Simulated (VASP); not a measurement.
# Te (Fd-3m) in VASP: a series of runs

Te is run at these levels: BLYP; tasks: relaxation of cell and atoms, single point.

Everything below comes from runs of VASP 6.6.1. Logs are shortened: lines on timing, memory, paths and dates and some standing lists are left out, and cuts for length are marked.

**1. The cell of the first run**

The structure is cubic, space group Fd-3m (No. 227). Conventional cell: a = 6.778 Å, b = 6.778 Å, c = 6.778 Å, α = 90.00°, β = 90.00°, γ = 90.00°. Te (site symmetry -43m) has 4 Te at 2.94 Å within 3.9 Å.

**2. Relaxation of cell and atoms, BLYP**

INCAR

```
AGGAC = 1.0
AGGAX = 1.0
ALDAC = 0.0
ALDAX = 1.0
ALGO = Normal
EDIFF = 1E-7
EDIFFG = -0.01
ENCUT = 600
GGA = B5
IBRION = 2
ISIF = 3
ISMEAR = -1
LASPH = True
LCHARG = False
LREAL = False
LWAVE = False
NELM = 80
NSW = 80
PREC = Accurate
SIGMA = 0.1
```

KPOINTS

```
k-points
0
Gamma
  8 8 8
```

POSCAR

```
Te
1.0
    0.0000000000      3.3891640866      3.3891640866
    3.3891640866      0.0000000000      3.3891640866
    3.3891640866      3.3891640866      0.0000000000
Te
2
Direct
    0.1250000000      0.1250000000      0.1250000000
    0.8750000000      0.8750000000      0.8750000000
```

Potentials or basis: VASP PAW PBE potentials, release 64 (Te).

On the command line:

```sh
> cat potpaw_PBE.64/Te/POTCAR > POTCAR
> mpirun -np 1 vasp_std > vasp.out
```

OUTCAR:

```text
EDIFF = 1E-7
   EDIFFG = -0.01
   ENCUT = 600
   GGA = B5
   IBRION = 2
   ISIF = 3
   ISMEAR = -1
   LASPH = True
   LREAL = False
   NELM = 80
   NSW = 80
   PREC = Accurate

 ion  position               nearest neighbor table
   1  0.125  0.125  0.125-   2 2.94   2 2.94   2 2.94   2 2.94
   2  0.875  0.875  0.875-   1 2.94   1 2.94   1 2.94   1 2.94

  LATTYP: Found a face centered cubic cell.
 ALAT       =     6.7783281732

  Lattice vectors:

 A1 = (   0.0000000000,   3.3891640866,   3.3891640866)
 A2 = (   3.3891640866,   0.0000000000,   3.3891640866)
 A3 = (   3.3891640866,   3.3891640866,   0.0000000000)

Analysis of symmetry for initial positions (statically):
=====================================================================
 Subroutine PRICEL returns:
 Original cell was already a primitive cell.

 Routine SETGRP: Setting up the symmetry group for a
 face centered cubic supercell.

 Subroutine GETGRP returns: Found 48 space group operations
 (whereof 12 operations were pure point group operations)
 out of a pool of 48 trial point group operations.

The static configuration has the point symmetry D_3d.
 The point group associated with its full space group is O_h .

Analysis of symmetry for dynamics (positions and initial velocities):
=====================================================================
 Subroutine PRICEL returns:
 Original cell was already a primitive cell.

 Routine SETGRP: Setting up the symmetry group for a
 face centered cubic supercell.

 Subroutine GETGRP returns: Found 48 space group operations
 (whereof 12 operations were pure point group operations)
 out of a pool of 48 trial point group operations.

The dynamic configuration has the point symmetry D_3d.
 The point group associated with its full space group is O_h .

 Subroutine INISYM returns: Found 48 space group operations
 (whereof 12 operations are pure point group operations),
 and found     1 'primitive' translations

----------------------------------------------------------------------------------------

                                     Primitive cell

  volume of cell :      77.8588

  direct lattice vectors                    reciprocal lattice vectors
     0.000000000  3.389164087  3.389164087    -0.147529003  0.147529003  0.147529003
     3.389164087  0.000000000  3.389164087     0.147529003 -0.147529003  0.147529003
     3.389164087  3.389164087  0.000000000     0.147529003  0.147529003 -0.147529003

  length of vectors
     4.793001816  4.793001816  4.793001816     0.255527729  0.255527729  0.255527729

  position of ions in fractional coordinates (direct lattice)
     0.125000000  0.125000000  0.125000000
     0.875000000  0.875000000  0.875000000

  ion indices of the primitive-cell ions
   primitive index   ion index
                 1           1
                 2           2

----------------------------------------------------------------------------------------

 KPOINTS: k-points

Automatic generation of k-mesh.
 Grid dimensions read from file:
 generate k-points for:    8    8    8

 Generating k-lattice:

  Cartesian coordinates                     Fractional coordinates (reciprocal lattice)
    -0.018441125  0.018441125  0.018441125     0.125000000  0.000000000  0.000000000
     0.018441125 -0.018441125  0.018441125     0.000000000  0.125000000  0.000000000
     0.018441125  0.018441125 -0.018441125     0.000000000  0.000000000  0.125000000

  Length of vectors
     0.031940966  0.031940966  0.031940966

  Shift w.r.t. Gamma in fractional coordinates (k-lattice)
     0.000000000  0.000000000  0.000000000

 Subroutine IBZKPT returns following result:
 ===========================================

 Found     29 irreducible k-points:

 Following reciprocal coordinates:
            Coordinates               Weight
  0.000000  0.000000  0.000000      1.000000
  0.125000  0.000000  0.000000      8.000000
  0.250000  0.000000  0.000000      8.000000
  0.375000  0.000000  0.000000      8.000000
  0.500000  0.000000  0.000000      4.000000
  0.125000  0.125000  0.000000      6.000000
[... 16 lines left out ...]
  0.500000  0.250000  0.125000     48.000000
 -0.375000  0.250000  0.125000     24.000000
 [... further k-points ...]
   k-points           NKPTS =     29   k-points in BZ     NKDIM =     29   number of bands    NBANDS=     10
   number of dos      NEDOS =    301   number of ions     NIONS =      2
   total plane-waves  NPLWV =  64000
   dimension x,y,z NGX =    40 NGY =   40 NGZ =   40
   dimension x,y,z NGXF=    80 NGYF=   80 NGZF=   80
   ions per type =               2
   NGX,Y,Z   is equivalent  to a cutoff of  13.87, 13.87, 13.87 a.u.
   NGXF,Y,Z  is equivalent  to a cutoff of  27.75, 27.75, 27.75 a.u.
 SYSTEM =  unknown system
   PREC   = accura    normal or accurate (medium, high low for compatibility)
   ISTART =      0    job   : 0-new  1-cont  2-samecut
   ICHARG =      2    charge: 1-file 2-atom 10-const
   ISPIN  =      1    spin polarized calculation?
   LNONCOLLINEAR =      F non collinear calculations
   LSORBIT =      F    spin-orbit coupling
   LASPH  =      T    aspherical Exc in radial PAW
   ENCUT  =  600.0 eV  44.10 Ry    6.64 a.u.   9.57  9.57  9.57*2*pi/ulx,y,z
   NELM   =     80;   NELMIN=  2; NELMDL= -5     # of ELM steps
   EDIFF  = 0.1E-06   stopping-criterion for ELM
   LREAL  =      F    real-space projection
   EDIFFG = -.1E-01   stopping-criterion for IOM
   NSW    =     80    number of steps for IOM
   IBRION =      2    ionic relax: 0-MD 1-quasi-New 2-CG
   NFREE  =      1    steps in history (QN), initial steepest desc. (CG)
   ISIF   =      3    stress and relaxation
   ISYM   =      2    0-nonsym 1-usesym 2-fastsym
   POTIM  = 0.5000    time-step for ionic-motion
   TEBEG  =    0.0;   TEEND  =   0.0 temperature during run
   PSTRESS=    0.0 pullay stress
   NELECT =      12.0000    total number of electrons
   NUPDOWN=      -1.0000    fix difference up-down
   EMIN   =  10.00;   EMAX   =-10.00  energy-range for DOS
   EFERMI =   0.00;   METHOD = LEGACY
   ISMEAR =    -1;   SIGMA  =   0.10  broadening in eV -4-tet -1-fermi 0-gaus
   EFERMI_NEDOS =   21; number of points for ismear=-14 and -15
   IALGO  =     38    algorithm
   IMIX   =      4    mixing-type and parameters
     AMIX     =   0.40;   BMIX     =  1.00
     AMIX_MAG =   1.60;   BMIX_MAG =  1.00
  volume/ion in A,a.u.               =      38.93       262.71
  Fermi-wavevector in a.u.,A,eV,Ry     =   0.877740  1.658688 10.482307  0.770428
  Thomas-Fermi vector in A             =   1.997730
   LORBIT       =      0    0 simple, 1 ext, 2 COOP (PROOUT), +10 PAW based schemes
   GGA     = B5    functional components
   LHFCALC =     F    Hartree Fock is set to
   AEXX    =    0.0000 exact exchange contribution
   IVDW    =     0    specifies the selected vdW correction
   LEPSILON=     F    determine dielectric tensor
   LRPA    =     F    only Hartree local field effects (RPA)
 conjugate gradient relaxation of ions
 non-spin polarized calculation
  energy-cutoff  :      600.00
  volume of cell :       77.86
 maximum number of plane-waves:      2637
 NGX is ok and might be reduce to    40
   NGX = 19   NGY = 19   NGZ = 19

--------------------------------------- Ionic step        1  -------------------------------------------

 number of electron      11.9999999 magnetization

 Free energy of the ion-electron system (eV)
  ---------------------------------------------------
  ext. energy  EPLUGINS =         0.00000000
  ---------------------------------------------------
  free energy    TOTEN  =        -3.98839165 eV

  energy without entropy =       -3.92654569  energy(sigma->0) =       -3.95746867

------------------------ aborting loop because EDIFF is reached ----------------------------------------

  FORCE on cell =-STRESS in cart. coord.  units (eV):
  Direction    XX          YY          ZZ          XY          YZ          ZX
  --------------------------------------------------------------------------------------
  -------------------------------------------------------------------------------------
  Total        4.8065879      4.8065879      4.8065879      0.0000000      0.0000000      0.0000000
  in kB       98.9098835     98.9098835     98.9098835      0.0000000      0.0000000      0.0000000
  external PRESSURE =      98.9098835 kB  Pullay stress =       0.0000000 kB
[... 93 lines left out ...]
  energy  without entropy=       -4.4813417254  energy(sigma->0) =       -4.51596691

--------------------------------------- Ionic step        4  -------------------------------------------

 number of electron      11.9999999 magnetization

 Free energy of the ion-electron system (eV)
  ---------------------------------------------------
  ext. energy  EPLUGINS =         0.00000000
  ---------------------------------------------------
  free energy    TOTEN  =        -4.55074714 eV

  energy without entropy =       -4.48135075  energy(sigma->0) =       -4.51604894

 E-fermi :   2.8562     XC(G=0):  -6.7422

 val. band max:        2.8559663404   @ k =  -0.2500   0.1250   0.0000
 cond. band min:       2.8968169689   @ k =   0.5000   0.1250   0.0000
 fundamental gap:      0.0408506285
 Fermi energy:         2.8561592389

 k-point     1 :       0.0000    0.0000    0.0000
  band No.  band energies     occupation
      1      -9.5838      2.00000
      2      -6.0749      2.00000
      3       0.1953      2.00000
      4       0.1953      2.00000
      5       0.1953      2.00000
      6       2.3007      1.99229
      7       2.3007      1.99229
      8       2.3007      1.99229
      9       6.7506      0.00000
     10       9.0176      0.00000
[... 287 lines left out ...]
 k-point    24 :      -0.3750    0.2500    0.1250
  band No.  band energies     occupation
      1      -8.6949      2.00000
      2      -7.5591      2.00000
      3      -1.0364      2.00000
      4      -0.5680      2.00000
      5       0.8342      2.00000
      6       2.6997      1.65405
      7       3.5881      0.00132
      8       4.0277      0.00002
      9       7.8283      0.00000
     10       8.4526      0.00000

 [... further k-points ...]
[... 5 lines left out ...]
  --------------------------------------------------------------------------------------
  -------------------------------------------------------------------------------------
  Total       -0.0068679     -0.0068679     -0.0068679      0.0000000     -0.0000000      0.0000000
  in kB       -0.1091018     -0.1091018     -0.1091018      0.0000000     -0.0000000      0.0000000
  external PRESSURE =      -0.1091018 kB  Pullay stress =       0.0000000 kB
[... 17 lines left out ...]
  FREE ENERGIE OF THE ION-ELECTRON SYSTEM (eV)
  ---------------------------------------------------
  free  energy   TOTEN  =        -4.5507471351 eV

  energy  without entropy=       -4.4813507527  energy(sigma->0) =       -4.51604894

 reached required accuracy - stopping structural energy minimisation
```

Wall time 98 s (1 thread of Intel Xeon 6975P-C (Granite Rapids), shared host); peak memory 0.25 GiB.

What came out:

```yaml
Free_energy: -4.5507 eV
Relaxed_volume: 50.43 Å³/atom
Relaxed_cell: a = 5.225 Å, b = 5.225 Å, c = 5.225 Å, α = 60.00°, β = 60.00°, γ = 60.00°
Space_group_after_relaxing_to_0.05_Å: Fd-3m (No. 227)
Energy_gained_by_relaxing: 281.2 meV/atom
Ionic_steps: 4
Pressure_after_relaxing: 0.0 GPa
Band_gap_on_the_k_mesh: zero (band 6 reaches 3.12 eV, above the bottom of band 7 at 2.30 eV)
```

The path:
```csv
step,energy change (eV),largest force (eV/Å),pressure (GPa),volume (Å³)
1,0.0000,0.0000,9.89,77.86
2,-0.5301,0.0000,-1.31,108.20
3,-0.5622,0.0000,0.10,100.33
4,-0.5624,0.0000,-0.01,100.86
```

Final structure:
```xyz
2
Lattice="0.0000 3.6945 3.6945 3.6945 0.0000 3.6945 3.6945 3.6945 0.0000" Properties=species:S:1:pos:R:3 pbc="T T T"
Te    0.9236    0.9236    0.9236
Te    6.4654    6.4654    6.4654
```

Caveat: the volume moved by over 15 % at a fixed basis, so the end points are rough; the PAW data sets were made with another functional, which shifts forces and pressure a little; spin-orbit coupling is left out, which moves the levels of the heavy elements.

(Part 1 of 2 ends here.)
